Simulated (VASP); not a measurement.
Write the native input for VASP 6.6.1 that does the following.

```yaml
Task: electric field gradients
Functional: PBE
Potentials_or_basis: VASP PAW PBE potentials, release 64 (Zn, O)
Cutoff: 520 eV
k_mesh: 10 × 10 × 10
Occupations: fermi-dirac, width 0.05 eV
Spin: no spin polarisation
Dipole_correction: no
Further_INCAR_settings: ALGO = Normal; EDIFF = 1e-08; NBANDS = 16
```

The structure of ZnO lies in POSCAR:

```
ZnO
1.0
    2.6882100000      0.0000000000      0.0000000000
    0.0000000000      2.6882100000      0.0000000000
    0.0000000000      0.0000000000      2.6882100000
Zn O
1 1
Direct
    0.0000000000      0.0000000000      0.0000000000
    0.5000000000      0.5000000000      0.5000000000
```

One way to write it, as run:

INCAR

```
SYSTEM = ZnO
PREC = Accurate
ENCUT = 520
EDIFF = 1E-8
ISMEAR = -1
SIGMA = 0.05
LREAL = .False.
LASPH = .True.
NELM = 60
ALGO = Normal
ISIF = 2
LWAVE = .False.
LCHARG = .False.
GGA = PE
LEFG = .True.
NBANDS = 16
```

KPOINTS

```
Automatic mesh
0
Gamma
  10 10 10
  0 0 0
```

Potentials or basis: VASP PAW PBE potentials, release 64 (Zn, O).

The run is started by

```sh
$ cat potpaw_PBE.64/Zn/POTCAR potpaw_PBE.64/O/POTCAR > POTCAR
$ mpirun -np 1 vasp_std > vasp.out
```

Results of the run:

* Pressure: 0.6 GPa
* Band gap on the k mesh: zero (band 9 reaches 3.12 eV, above the bottom of band 10 at 2.27 eV)

Caveat: without QUAD_EFG the Cq values of the log hold for a quadrupole moment of 1 mb, not for the nuclei.

Wall time 6.2 s on 1 thread of Intel(R) Xeon(R) 6975P-C (Granite Rapids), with other jobs on the host, peak memory 0.13 GiB.
